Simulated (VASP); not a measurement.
Wanted: the native input for a VASP 6.6.1 run.

```yaml
Task: single point
Functional: PBE
Potentials_or_basis: VASP PAW PBE potentials, release 64 (Zn, P)
Cutoff: 520 eV
k_mesh: 6 × 6 × 6
Occupations: gaussian, width 0.1 eV
Spin: no spin polarisation
Dipole_correction: no
Further_INCAR_settings: ALGO = Normal; EDIFF = 1e-06; NBANDS = 22
```

The structure of Zn2P lies in POSCAR:

```
Zn2P
1.0
   -1.7400523062      1.7400523062      3.9253892607
    1.7400523062     -1.7400523062      3.9253892607
    1.7400523062      1.7400523062     -3.9253892607
Zn P
2 1
Direct
    0.6617704323      0.6617704323      0.0000000000
    0.3382295677      0.3382295677      0.0000000000
    0.0000000000      0.0000000000      0.0000000000
```

One way to write it, as run:

INCAR

```
SYSTEM = Zn2P
PREC     = Accurate       ! precision mode
ENCUT    = 520            ! plane-wave cutoff, eV
EDIFF    = 1E-6           ! SCF threshold, eV
ISMEAR   = 0              ! smearing method
SIGMA    = 0.1            ! smearing width, eV
LREAL    = .FALSE.        ! projectors in reciprocal space
LASPH    = .TRUE.         ! aspherical terms in the spheres
NELM     = 100            ! most SCF steps
ALGO     = Normal         ! electronic algorithm
ISIF     = 2              ! what is computed and relaxed
LWAVE    = .FALSE.        ! write WAVECAR
LCHARG   = .TRUE.         ! write CHGCAR
GGA      = PE             ! functional
LELF     = .TRUE.         ! ELF
LVHAR    = .TRUE.       
NBANDS   = 22             ! bands
```

KPOINTS

```
Automatic mesh
0
G
  6 6 6
  0 0 0
```

Potentials or basis: VASP PAW PBE potentials, release 64 (Zn, P).

Command:

```sh
$ cat potpaw_PBE.64/Zn/POTCAR potpaw_PBE.64/P/POTCAR > POTCAR
$ mpirun -np 1 vasp_std > vasp.out
```

Results of the run:

```yaml
Pressure: 0.0 GPa
Largest_force: 0.011 eV/Å
Band_gap_on_the_k_mesh: zero (an odd number of electrons rules out a gap without spin polarisation)
```

It took 31 s on 1 thread of AMD EPYC 9R45 96-Core Processor (Zen 5), on a shared host, peak memory 0.18 GiB.
